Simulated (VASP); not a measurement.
# ZnSe (Stilleite) (F-43m) in VASP: settings compared

The runs below take ZnSe (Stilleite) through single point, with PBE-based screened hybrid, PBEsol.

All numbers are computed with VASP 6.6.1; they aren't measurements. Logs are shortened: lines on timing, memory, paths and dates and some standing lists are left out, and cuts for length are marked.

## 1. The cell of the first run

The structure is cubic, space group F-43m (No. 216). Conventional cell: a = 5.668 Å, b = 5.668 Å, c = 5.668 Å, α = 90.00°, β = 90.00°, γ = 90.00°. Se (site symmetry -43m) has 4 Zn at 2.45 Å within 3.2 Å. Zn (site symmetry -43m) has 4 Se at 2.45 Å within 3.2 Å.

## 2. Single point, PBE-based screened hybrid

POSCAR reads:

```
ZnSe
1.0
    0.0000000000      2.8338000000      2.8338000000
    2.8338000000      0.0000000000      2.8338000000
    2.8338000000      2.8338000000      0.0000000000
Se Zn
1 1
Direct
    0.7500000000      0.7500000000      0.7500000000
    0.0000000000      0.0000000000      0.0000000000
```

INCAR.step1 reads:

```
SYSTEM = ZnSe
ALGO = Normal
EDIFF = 1E-5
ENCUT = 520
GGA = PE
ISIF = 2
ISMEAR = -1
LASPH = .TRUE.
LCHARG = .FALSE.
LREAL = .FALSE.
LWAVE = .TRUE.
NBANDS = 16
NELM = 100
PREC = Accurate
SIGMA = 0.05
```

INCAR.step2 reads:

```
SYSTEM = ZnSe
AEXX = 0.25
ALGO = Normal
EDIFF = 1E-6
ENCUT = 520
GGA = PE
HFSCREEN = 0.3
ISIF = 2
ISMEAR = -1
ISTART = 1
LASPH = .TRUE.
LCHARG = .FALSE.
LHFCALC = .TRUE.
LREAL = .FALSE.
LWAVE = .FALSE.
NBANDS = 16
NELM = 100
PREC = Accurate
PRECFOCK = Normal
SIGMA = 0.05
```

KPOINTS reads:

```
k-points
0
G
  4 4 4
  0 0 0
```

Potentials or basis: VASP PAW PBE potentials, release 64 (Se, Zn).

Command:

```console
$ cat potpaw_PBE.64/Se/POTCAR potpaw_PBE.64/Zn/POTCAR > POTCAR
$ cp INCAR.step1 INCAR
$ mpirun -np 1 vasp_std > vasp.out
$ cp INCAR.step2 INCAR
$ mpirun -np 1 vasp_std > vasp.out
```

OUTCAR:

```text
SYSTEM = ZnSe
   AEXX = 0.25
   EDIFF = 1E-6
   ENCUT = 520
   GGA = PE
   HFSCREEN = 0.3
   ISIF = 2
   ISMEAR = -1
   ISTART = 1
   LASPH = .TRUE.
   LHFCALC = .TRUE.
   LREAL = .FALSE.
   NELM = 100
   PREC = Accurate
   PRECFOCK = Normal

 ion  position               nearest neighbor table
   1  0.750  0.750  0.750-   2 2.45   2 2.45   2 2.45   2 2.45
   2  0.000  0.000  0.000-   1 2.45   1 2.45   1 2.45   1 2.45

  LATTYP: Found a face centered cubic cell.
 ALAT       =     5.6676000000

  Lattice vectors:

 A1 = (   0.0000000000,   2.8338000000,   2.8338000000)
 A2 = (   2.8338000000,   0.0000000000,   2.8338000000)
 A3 = (   2.8338000000,   2.8338000000,   0.0000000000)

Analysis of symmetry for initial positions (statically):
=====================================================================
 Subroutine PRICEL returns:
 Original cell was already a primitive cell.

 Routine SETGRP: Setting up the symmetry group for a
 face centered cubic supercell.

 Subroutine GETGRP returns: Found 24 space group operations
 (whereof 24 operations were pure point group operations)
 out of a pool of 48 trial point group operations.

The static configuration has the point symmetry T_d .

Analysis of symmetry for dynamics (positions and initial velocities):
=====================================================================
 Subroutine PRICEL returns:
 Original cell was already a primitive cell.

 Routine SETGRP: Setting up the symmetry group for a
 face centered cubic supercell.

 Subroutine GETGRP returns: Found 24 space group operations
 (whereof 24 operations were pure point group operations)
 out of a pool of 48 trial point group operations.

The dynamic configuration has the point symmetry T_d .

 Subroutine INISYM returns: Found 24 space group operations
 (whereof 24 operations are pure point group operations),
 and found     1 'primitive' translations

----------------------------------------------------------------------------------------

                                     Primitive cell

  volume of cell :      45.5132

  direct lattice vectors                    reciprocal lattice vectors
     0.000000000  2.833800000  2.833800000    -0.176441527  0.176441527  0.176441527
     2.833800000  0.000000000  2.833800000     0.176441527 -0.176441527  0.176441527
     2.833800000  2.833800000  0.000000000     0.176441527  0.176441527 -0.176441527

  length of vectors
     4.007598393  4.007598393  4.007598393     0.305605690  0.305605690  0.305605690

  position of ions in fractional coordinates (direct lattice)
     0.750000000  0.750000000  0.750000000
     0.000000000  0.000000000  0.000000000

  ion indices of the primitive-cell ions
   primitive index   ion index
                 1           1
                 2           2

----------------------------------------------------------------------------------------

 KPOINTS: k-points

Automatic generation of k-mesh.
 Grid dimensions read from file:
 generate k-points for:    4    4    4

 Generating k-lattice:

  Cartesian coordinates                     Fractional coordinates (reciprocal lattice)
    -0.044110382  0.044110382  0.044110382     0.250000000  0.000000000  0.000000000
     0.044110382 -0.044110382  0.044110382     0.000000000  0.250000000  0.000000000
     0.044110382  0.044110382 -0.044110382     0.000000000  0.000000000  0.250000000

  Length of vectors
     0.076401422  0.076401422  0.076401422

  Shift w.r.t. Gamma in fractional coordinates (k-lattice)
     0.000000000  0.000000000  0.000000000

 Subroutine IBZKPT returns following result:
 ===========================================

 Found      8 irreducible k-points:

 Following reciprocal coordinates:
            Coordinates               Weight
  0.000000  0.000000  0.000000      1.000000
  0.250000  0.000000  0.000000      8.000000
  0.500000  0.000000  0.000000      4.000000
  0.250000  0.250000  0.000000      6.000000
  0.500000  0.250000  0.000000     24.000000
 -0.250000  0.250000  0.000000     12.000000
  0.500000  0.500000  0.000000      3.000000
 -0.250000  0.500000  0.250000      6.000000
   k-points           NKPTS =      8   k-points in BZ     NKDIM =     64   number of bands    NBANDS=     16
   number of dos      NEDOS =    301   number of ions     NIONS =      2
   total plane-waves  NPLWV =  27000
   dimension x,y,z NGX =    30 NGY =   30 NGZ =   30
   dimension x,y,z NGXF=    60 NGYF=   60 NGZF=   60
   ions per type =               1   1
   NGX,Y,Z   is equivalent  to a cutoff of  12.44, 12.44, 12.44 a.u.
   NGXF,Y,Z  is equivalent  to a cutoff of  24.89, 24.89, 24.89 a.u.
 SYSTEM =  ZnSe
   PREC   = accura    normal or accurate (medium, high low for compatibility)
   ISTART =      1    job   : 0-new  1-cont  2-samecut
   ICHARG =      0    charge: 1-file 2-atom 10-const
   ISPIN  =      1    spin polarized calculation?
   LNONCOLLINEAR =      F non collinear calculations
   LSORBIT =      F    spin-orbit coupling
   LASPH  =      T    aspherical Exc in radial PAW
   ENCUT  =  520.0 eV  38.22 Ry    6.18 a.u.   7.45  7.45  7.45*2*pi/ulx,y,z
   NELM   =    100;   NELMIN=  2; NELMDL=  0     # of ELM steps
   EDIFF  = 0.1E-05   stopping-criterion for ELM
   LREAL  =      F    real-space projection
   EDIFFG = 0.1E-04   stopping-criterion for IOM
   NSW    =      0    number of steps for IOM
   IBRION =     -1    ionic relax: 0-MD 1-quasi-New 2-CG
   NFREE  =      0    steps in history (QN), initial steepest desc. (CG)
   ISIF   =      2    stress and relaxation
   ISYM   =      3    0-nonsym 1-usesym 2-fastsym
   POTIM  = 0.5000    time-step for ionic-motion
   TEBEG  =    0.0;   TEEND  =   0.0 temperature during run
   PSTRESS=    0.0 pullay stress
   NELECT =      18.0000    total number of electrons
   NUPDOWN=      -1.0000    fix difference up-down
   EMIN   =  10.00;   EMAX   =-10.00  energy-range for DOS
   EFERMI =   0.00;   METHOD = LEGACY
   ISMEAR =    -1;   SIGMA  =   0.05  broadening in eV -4-tet -1-fermi 0-gaus
   EFERMI_NEDOS =   21; number of points for ismear=-14 and -15
   IALGO  =     38    algorithm
   IMIX   =      1    mixing-type and parameters
     AMIX     =   0.40;   BMIX     =  1.00
     AMIX_MAG =   1.60;   BMIX_MAG =  1.00
  volume/ion in A,a.u.               =      22.76       153.57
  Fermi-wavevector in a.u.,A,eV,Ry     =   1.201673  2.270834 19.647073  1.444019
  Thomas-Fermi vector in A             =   2.337476
   LORBIT       =      0    0 simple, 1 ext, 2 COOP (PROOUT), +10 PAW based schemes
   GGA     = PE    functional components
   LHFCALC =     T    Hartree Fock is set to
   PRECFOCK=normal    Normal, Fast or Accurate (Low or Medium for compatibility)
   ENCUT4O =  -1.0   cutoff for four orbital integrals eV
   NKREDX  =     1    reduce k-point grid by
   NKREDY  =     1    reduce k-point grid by
   NKREDZ  =     1    reduce k-point grid by
   AEXX    =    0.2500 exact exchange contribution
   HFSCREEN=    0.3000 screening length (either q_TF or 0.3 A-1)
   HFSCREENC=   0.3000 screening length for correlation (either q_TF or 0.3 A-1)
   ENCUTFOCK=  -1.0 apply spherical cutoff to Coloumb kernel
   IVDW    =     0    specifies the selected vdW correction
   LEPSILON=     F    determine dielectric tensor
   LRPA    =     F    only Hartree local field effects (RPA)
 non-spin polarized calculation
  energy-cutoff  :      520.00
  volume of cell :       45.51
 maximum number of plane-waves:      1243
 NGX is ok and might be reduce to    30
  NGX = 24; NGY = 24; NGZ = 24

 number of electron      18.0000012 magnetization

 Free energy of the ion-electron system (eV)
  ---------------------------------------------------
  ext. energy  EPLUGINS =         0.00000000
  ---------------------------------------------------
  free energy    TOTEN  =        -7.16301647 eV

  energy without entropy =       -7.16301647  energy(sigma->0) =       -7.16301647

 E-fermi :   2.1612     XC(G=0):  -7.8663

 val. band max:        1.0848760601   @ k =   0.0000   0.0000   0.0000
 cond. band min:       3.3182485296   @ k =   0.0000   0.0000   0.0000
 fundamental gap:      2.2333724695
 Fermi energy:         2.1612184866

 k-point     1 :       0.0000    0.0000    0.0000
  band No.  band energies     occupation
      1     -13.1881      2.00000
      2      -7.0306      2.00000
      3      -7.0306      2.00000
      4      -7.0306      2.00000
      5      -6.7026      2.00000
      6      -6.7026      2.00000
[... 8 lines left out ...]
     15      13.5417      0.00000
     16      13.5417      0.00000

 k-point     2 :       0.2500    0.0000    0.0000
  band No.  band energies     occupation
      1     -12.7939      2.00000
      2      -6.9844      2.00000
      3      -6.9844      2.00000
      4      -6.9179      2.00000
      5      -6.7028      2.00000
      6      -6.7028      2.00000
[... 8 lines left out ...]
     15      12.4686      0.00000
     16      12.7821      0.00000

 k-point     3 :       0.5000    0.0000    0.0000
  band No.  band energies     occupation
      1     -12.3341      2.00000
      2      -6.9502      2.00000
      3      -6.9502      2.00000
      4      -6.6883      2.00000
      5      -6.6883      2.00000
      6      -6.5173      2.00000
[... 8 lines left out ...]
     15      15.3447      0.00000
     16      15.3447      0.00000

 k-point     4 :       0.2500    0.2500    0.0000
  band No.  band energies     occupation
      1     -12.6619      2.00000
      2      -6.9701      2.00000
      3      -6.9306      2.00000
      4      -6.9305      2.00000
      5      -6.7201      2.00000
      6      -6.6812      2.00000
[... 8 lines left out ...]
     15      14.4517      0.00000
     16      16.1291      0.00000

 k-point     5 :       0.5000    0.2500    0.0000
  band No.  band energies     occupation
      1     -12.2001      2.00000
      2      -6.9246      2.00000
      3      -6.8790      2.00000
      4      -6.7742      2.00000
      5      -6.6796      2.00000
      6      -6.5071      2.00000
[... 8 lines left out ...]
     15      15.5085      0.00000
     16      16.3927      0.00000

 k-point     6 :      -0.2500    0.2500    0.0000
  band No.  band energies     occupation
      1     -12.3546      2.00000
      2      -6.9324      2.00000
      3      -6.9252      2.00000
      4      -6.7441      2.00000
      5      -6.7136      2.00000
      6      -6.6138      2.00000
[... 8 lines left out ...]
     15      14.2698      0.00000
     16      16.3896      0.00000

 k-point     7 :       0.5000    0.5000    0.0000
  band No.  band energies     occupation
      1     -12.0476      2.00000
      2      -6.9088      2.00000
      3      -6.8102      2.00000
      4      -6.8102      2.00000
      5      -6.6598      2.00000
      6      -6.4714      2.00000
[... 8 lines left out ...]
     15      16.1372      0.00000
     16      16.6355      0.00000

 k-point     8 :      -0.2500    0.5000    0.2500
  band No.  band energies     occupation
      1     -12.0435      2.00000
      2      -6.8930      2.00000
      3      -6.8585      2.00000
      4      -6.7375      2.00000
      5      -6.7118      2.00000
      6      -6.3628      2.00000
[... 8 lines left out ...]
     15      16.0976      0.00000
     16      16.2906      0.00000

------------------------ aborting loop because EDIFF is reached ----------------------------------------

  FORCE on cell =-STRESS in cart. coord.  units (eV):
  Direction    XX          YY          ZZ          XY          YZ          ZX
  --------------------------------------------------------------------------------------
  -------------------------------------------------------------------------------------
  Total        0.4617136      0.4617136      0.4617136      0.0000000      0.0000000      0.0000000
  in kB       16.2534526     16.2534526     16.2534526      0.0000000      0.0000000      0.0000000
  external PRESSURE =      16.2534526 kB  Pullay stress =       0.0000000 kB

 VOLUME and BASIS-vectors are now :
 -----------------------------------------------------------------------------
  energy-cutoff  :      520.00
  volume of cell :       45.51
      direct lattice vectors                 reciprocal lattice vectors
     0.000000000  2.833800000  2.833800000    -0.176441527  0.176441527  0.176441527
     2.833800000  0.000000000  2.833800000     0.176441527 -0.176441527  0.176441527
     2.833800000  2.833800000  0.000000000     0.176441527  0.176441527 -0.176441527

 POSITION                                       TOTAL-FORCE (eV/Angst)
 -----------------------------------------------------------------------------------
      4.25070      4.25070      4.25070         0.000000      0.000000     -0.000000
      0.00000      0.00000      0.00000        -0.000000     -0.000000      0.000000
 -----------------------------------------------------------------------------------
    total drift:                               -0.000197     -0.000168     -0.000111

  FREE ENERGIE OF THE ION-ELECTRON SYSTEM (eV)
  ---------------------------------------------------
  free  energy   TOTEN  =        -7.1630164684 eV

  energy  without entropy=       -7.1630164683  energy(sigma->0) =       -7.16301647
```

Wall time 8.1 min (1 thread of Intel Xeon 6975P-C, shared host); peak memory 0.28 GiB.

Results:

```
Free energy            : -7.1630 eV
Pressure               : 1.6 GPa
Band gap on the k mesh : 2.23 eV, direct
```

Levels at points of the mesh, in eV from the valence-band top:
```tsv
k point	band 6	band 7	band 8	band 9	band 10	band 11	band 12	band 13
(0.00, 0.00, 0.00)	-7.79	0.00	0.00	0.00	2.23	6.72	6.72	6.72
(0.50, 0.00, 0.00)	-7.60	-5.46	-0.90	-0.90	3.45	7.27	7.27	9.52
(0.50, 0.50, 0.00)	-7.56	-5.07	-2.28	-2.28	3.67	4.29	11.93	12.55
```

Caveat: the k points lie up to 0.48 Å⁻¹ apart; the PAW data sets were made with another functional, which shifts forces and pressure a little.

## 3. Single point, PBE-based screened hybrid

POSCAR is that of step 2.

INCAR.step1 reads:

```
SYSTEM = ZnSe
ALGO = Normal
EDIFF = 1E-5
ENCUT = 520
GGA = PE
ISIF = 2
ISMEAR = -1
LASPH = .True.
LCHARG = .False.
LREAL = .False.
LWAVE = .True.
NBANDS = 16
NELM = 100
PREC = Accurate
SIGMA = 0.05
```

INCAR.step2 reads:

```
SYSTEM = ZnSe
AEXX = 0.25
ALGO = Normal
EDIFF = 1E-6
ENCUT = 520
GGA = PE
HFSCREEN = 0.4
ISIF = 2
ISMEAR = -1
ISTART = 1
LASPH = .True.
LCHARG = .False.
LHFCALC = .True.
LREAL = .False.
LWAVE = .False.
NBANDS = 16
NELM = 100
PREC = Accurate
PRECFOCK = Normal
SIGMA = 0.05
```

KPOINTS reads:

```
k-points
0
Gamma
  4 4 4
  0 0 0
```

Potentials or basis: VASP PAW PBE potentials, release 64 (Se, Zn).

Command:

```console
$ cat potpaw_PBE.64/Se/POTCAR potpaw_PBE.64/Zn/POTCAR > POTCAR
$ cp INCAR.step1 INCAR
$ mpirun -np 1 vasp_std > vasp.out
$ cp INCAR.step2 INCAR
$ mpirun -np 1 vasp_std > vasp.out
```

It took 7.9 min on 1 thread of Intel Xeon 6975P-C, shared host; peak memory 0.28 GiB.

The run converged. Its results:

* Free energy: -6.9617 eV
* Pressure: 1.8 GPa
* Band gap on the k mesh: 2.07 eV, direct

Levels at points of the mesh, in eV from the valence-band top:
```csv
k point,band 6,band 7,band 8,band 9,band 10,band 11,band 12,band 13
"(0.00, 0.00, 0.00)",-7.69,0.00,0.00,0.00,2.07,6.54,6.54,6.54
"(0.50, 0.00, 0.00)",-7.51,-5.38,-0.89,-0.89,3.29,7.09,7.09,9.33
"(0.50, 0.50, 0.00)",-7.46,-5.00,-2.25,-2.25,3.52,4.13,11.71,12.32
```

Caveat: the k points lie up to 0.48 Å⁻¹ apart; the PAW data sets were made with another functional, which shifts forces and pressure a little.

## 4. Single point, PBE-based screened hybrid

POSCAR is that of step 3.

INCAR.step1 reads:

```
SYSTEM = ZnSe
PREC     = Accurate       ! precision mode
ENCUT    = 520            ! plane-wave cutoff, eV
EDIFF    = 1E-5           ! SCF threshold, eV
ISMEAR   = -1             ! smearing method
SIGMA    = 0.05           ! smearing width, eV
LREAL    = .False.        ! projectors in reciprocal space
LASPH    = .True.         ! aspherical terms in the spheres
NELM     = 60             ! most SCF steps
ALGO     = Normal         ! electronic algorithm
ISIF     = 2              ! what is computed and relaxed
LWAVE    = .True.         ! write WAVECAR
LCHARG   = .False.        ! write CHGCAR
GGA      = PE             ! functional
NBANDS   = 16             ! bands
```

INCAR.step2 reads:

```
SYSTEM = ZnSe
PREC     = Accurate       ! precision mode
ENCUT    = 520            ! plane-wave cutoff, eV
EDIFF    = 1E-6           ! SCF threshold, eV
ISMEAR   = -1             ! smearing method
SIGMA    = 0.05           ! smearing width, eV
LREAL    = .False.        ! projectors in reciprocal space
LASPH    = .True.         ! aspherical terms in the spheres
NELM     = 60             ! most SCF steps
ALGO     = Normal         ! electronic algorithm
ISIF     = 2              ! what is computed and relaxed
LWAVE    = .False.        ! write WAVECAR
LCHARG   = .False.        ! write CHGCAR
GGA      = PE             ! functional
LHFCALC  = .True.         ! exact exchange
AEXX     = 0.25           ! exact-exchange fraction
HFSCREEN = 0.6            ! screening, 1/A
PRECFOCK = Normal       
ISTART   = 1            
NBANDS   = 16             ! bands
```

KPOINTS reads:

```
regular mesh
0
Gamma
  4 4 4
  0 0 0
```

Command:

```console
$ cat potpaw_PBE.64/Se/POTCAR potpaw_PBE.64/Zn/POTCAR > POTCAR
$ cp INCAR.step1 INCAR
$ mpirun -np 1 vasp_std > vasp.out
$ cp INCAR.step2 INCAR
$ mpirun -np 1 vasp_std > vasp.out
```

Run time: 7.6 min. Hardware: 1 thread of Intel Xeon 6975P-C, shared host; peak memory 0.28 GiB.

Results (log left out):

| Item | Value |
| --- | --- |
| Free energy | -6.6424 eV |
| Pressure | 2.2 GPa |
| Band gap on the k mesh | 1.84 eV, direct |

Levels at points of the mesh, in eV from the valence-band top:
```csv
k point,band 7,band 8,band 9,band 10,band 11,band 12
"(0.00, 0.00, 0.00)",0.00,0.00,0.00,1.84,6.30,6.30
"(0.50, 0.00, 0.00)",-5.27,-0.87,-0.87,3.06,6.84,6.84
"(0.50, 0.50, 0.00)",-4.90,-2.20,-2.20,3.33,3.90,11.40
```

Caveat: the k points lie up to 0.48 Å⁻¹ apart; the PAW data sets were made with another functional, which shifts forces and pressure a little.

[end of part 1 of 2]
